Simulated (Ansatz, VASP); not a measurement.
## Two plane-wave programs on Ni

File INCAR:

```
  ALGO = Fast
  EDIFF = 1E-7
  EDIFFG = -0.04
  ENCUT = 600
  GGA = PS
  IBRION = 2
  ISIF = 3
  ISMEAR = 0
  ISPIN = 2
  LASPH = T
  LCHARG = F
  LMAXMIX = 4
  LORBIT = 11
  LREAL = F
  LWAVE = F
  MAGMOM = 0.74
  NELM = 150
  NSW = 90
  PREC = Accurate
  SIGMA = 0.1
```

File KPOINTS:

```
k-points
0
Gamma
  8 8 8
```

Contents of POSCAR:

```
Ni
1.0
    2.2304398288      0.0000000000      0.0000000000
    0.0000000000      2.2304398288      0.0000000000
    0.0000000000      0.0000000000      2.2304398288
Ni
1
Direct
    0.0000000000      0.0000000000      0.0000000000
```

Input for Ansatz:

```yaml
crystal:
  lattice:
    - [2.2304398288, 0.0, 0.0]
    - [0.0, 2.2304398288, 0.0]
    - [0.0, 0.0, 2.2304398288]
  atoms:
    - { symbol: Ni, position: [0.0, 0.0, 0.0], spin: 0.74 }
basis:
  ecutwfc: 420
kpoints:
  mp_grid: { grid: [8, 8, 8] }
hamiltonian:
  xc: pbesol
scf:
  occupations: { method: gaussian, width: 0.1 }
  lower_state_search: "off"
output:
  forces: true
  stress: true
  eigenvalues: true
  populations: true
magnetization:
  spin_polarized: true
relax:
  adjacent_minimum: "off"
  f_tol: 0.04
  max_steps: 70
  cell: { stress_tol: 0.4 }
```

Alike in both runs: task relaxation of cell and atoms; functional PBEsol; k mesh 8 × 8 × 8; occupations gaussian, width 0.1 eV; collinear spin.

```csv
,VASP,Ansatz
version,VASP 6.6.1,Ansatz 0.2.0
potentials or method,"VASP PAW PBE potentials, release 64 (Ni), cutoff 600 eV","scalar-relativistic, plane waves, PAW"
valence electrons in the cell,10,18
```

Ansatz gave:

* gap on the k mesh at the Fermi level, each at its own relaxed structure (eV): none
* net moment per atom (μB): 0.71
* size of the moment on the site where the two differ most (μB): 0.71
* relaxed volume (Å³/atom): 12.07
* relaxed length of the cell vector where the two differ most in proportion (Å): 2.294

**Question.** Which values does VASP return?

**Answer.** gap on the k mesh at the Fermi level, each at its own relaxed structure (eV): none; net moment per atom (μB): 0.70; size of the moment on the site where the two differ most (μB): 0.69; relaxed volume (Å³/atom): 12.07; relaxed length of the cell vector where the two differ most in proportion (Å): 2.294.

VASP's potentials were made for PBE, not for PBEsol. Site moments also hang on the region over which each program counts them. A gap of «none» marks a metal or a gap that the smearing closes. VASP's potentials hold 10 valence electrons a cell and Ansatz's 18, so a difference there can come from the potentials and not from the codes.
